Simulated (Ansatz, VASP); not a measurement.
## One calculation of Si2Mo, two programs

```
Si Mo
1.0
    -1.68884    1.68884    4.13334
     1.68884   -1.68884    4.13334
     1.68884    1.68884   -4.13334
Si Mo
2 1
Direct
  0.33510 0.33510 0.00000
  0.66490 0.66490 0.00000
  0.00000 0.00000 0.00000
```

Change from the starting cell: strain +0.050 along x and y, +0.050 along z, atoms carried along.

Alike in both runs: task single point; functional PBE; k mesh 20 × 20 × 20; occupations gaussian, width 0.15 eV; no spin polarisation.

|  | VASP | Ansatz |
| --- | --- | --- |
| version | VASP 6.6.1 | Ansatz 0.2.0 |
| potentials or method | VASP PAW PBE potentials, release 64 (Si, Mo_sv), cutoff 520 eV | scalar-relativistic, plane waves, PAW |
| valence electrons in the cell | 22 | 22 |

VASP gave:

| Quantity | Value |
| --- | --- |
| gap on the k mesh at the Fermi level (eV) | none |
| pressure (GPa) | -21.7 |
| traceless stress, the component that is largest in VASP (GPa) | -1.70 |
| rms of the force components (eV/Å) | 0.138 |

Problem. What did Ansatz give for the same quantities?

Solution. gap on the k mesh at the Fermi level (eV): none; pressure (GPa): -21.8; traceless stress, the component that is largest in VASP (GPa): -1.69; rms of the force components (eV/Å): 0.139.

Atom by atom the forces differ by 0.001 eV/Å (rms over components). A gap of «none» marks a metal or a gap that the smearing closes.
